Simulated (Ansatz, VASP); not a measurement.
Co in VASP and in Ansatz

Contents of INCAR:

```
SYSTEM = Co
PREC = Accurate
ENCUT = 520
EDIFF = 1E-6
ISMEAR = 0
SIGMA = 0.1
LREAL = .False.
LASPH = .True.
NELM = 150
ALGO = Fast
ISIF = 2
LWAVE = .False.
LCHARG = .False.
ISPIN = 2
MAGMOM = 1.8 1.8
LORBIT = 11
LMAXMIX = 4
GGA = PS
NBANDS = 20
```

File KPOINTS:

```
Automatic mesh
0
Gamma
  15 15 9
  0 0 0
```

POSCAR

```
Co
1.0
    2.4564188984      0.0000000000      0.0000000000
   -1.2282094492      2.1273211683      0.0000000000
    0.0000000000      0.0000000000      3.9694711002
Co
2
Direct
    0.6666666667      0.3333333333      0.2500068659
    0.3333333333      0.6666666667      0.7499931341
```

Input for Ansatz:

```yaml
crystal:
  lattice:
    - [2.456418903, 0.0, 0.0]
    - [-1.2282094515, 2.1273211723, 0.0]
    - [0.0, 0.0, 3.969471087]
  atoms:
    - { symbol: Co, position: [0.6666666667, 0.3333333333, 0.2500068745], spin: 1.8 }
    - { symbol: Co, position: [0.3333333333, 0.6666666667, 0.7499931255], spin: 1.8 }
basis:
  ecutwfc: 420
kpoints:
  mp_grid: { grid: [15, 15, 9] }
hamiltonian:
  xc: pbesol
scf:
  occupations: { method: gaussian, width: 0.1 }
output:
  forces: true
  stress: true
  eigenvalues: true
  populations: true
magnetization:
  spin_polarized: true
```

Alike in both runs: task single point; functional PBEsol; k mesh 15 × 15 × 9; occupations gaussian, width 0.1 eV; collinear spin.

|  | VASP | Ansatz |
| --- | --- | --- |
| version | VASP 6.6.1 | Ansatz 0.2.0 |
| potentials or method | VASP PAW PBE potentials, release 64 (Co), cutoff 520 eV | scalar-relativistic, plane waves, PAW |
| valence electrons in the cell | 18 | 34 |

```csv
,VASP,Ansatz,Ansatz less VASP
gap on the k mesh at the Fermi level (eV),none,none,-
pressure (GPa),-0.5,0.3,+0.86
"traceless stress, the component that is largest in VASP (GPa)",-0.15,-0.06,+0.084
net moment per atom (μB),1.59,1.59,+0.003
size of the moment on the site where the two differ most (μB),1.59,1.66,+0.061
```

VASP's potentials were made for PBE, not for PBEsol. Site moments also hang on the region over which each program counts them. A gap of «none» marks a metal or a gap that the smearing closes. VASP's potentials hold 18 valence electrons a cell and Ansatz's 34, so a difference there can come from the potentials and not from the codes. Ansatz's warnings: structure snapped to symmetry.
